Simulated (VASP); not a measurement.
A run of VASP 6.6.1:

The input INCAR:

```
PREC     = Accurate       # precision mode
ENCUT    = 500            # plane-wave cutoff, eV
EDIFF    = 1E-6           # SCF threshold, eV
ISMEAR   = -1             # smearing method
SIGMA    = 0.05           # smearing width, eV
LREAL    = False          # projectors in reciprocal space
LASPH    = True           # aspherical terms in the spheres
NELM     = 120            # most SCF steps
ALGO     = Normal         # electronic algorithm
ISIF     = 2              # what is computed and relaxed
LWAVE    = False          # write WAVECAR
LCHARG   = True           # write CHGCAR
GGA      = CA             # functional
LELF     = True           # ELF
LVHAR    = True         
NBANDS   = 17             # bands
GGA_COMPAT= False
```

Contents of KPOINTS:

```
regular mesh
0
Gamma
  8 8 8
```

The input POSCAR:

```
Pd
1.0
    0.0000000000      2.7639675541      2.7639675541
    2.7639675541      0.0000000000      2.7639675541
    2.7639675541      2.7639675541      0.0000000000
Pd
2
Direct
    1.0000000000      1.0000000000      1.0000000000
    0.2500000000      0.2500000000      0.2500000000
```

Potentials or basis: VASP PAW LDA potentials, release 64 (Pd).

Launch:

```bash
$ cat potpaw_LDA.64/Pd/POTCAR > POTCAR
$ mpirun -np 1 vasp_std > vasp.out
```

Hardware: 1 thread of AMD EPYC 7R43 64-Core Processor (Zen 3), with other jobs on the host.

Problem. How long does it take, and how much memory?

Solution. Run time: 26 s on 1 thread of AMD EPYC 7R43 64-Core Processor (Zen 3), on a shared host, peak memory 0.12 GiB. Counts: scf iterations 11, k points 29.
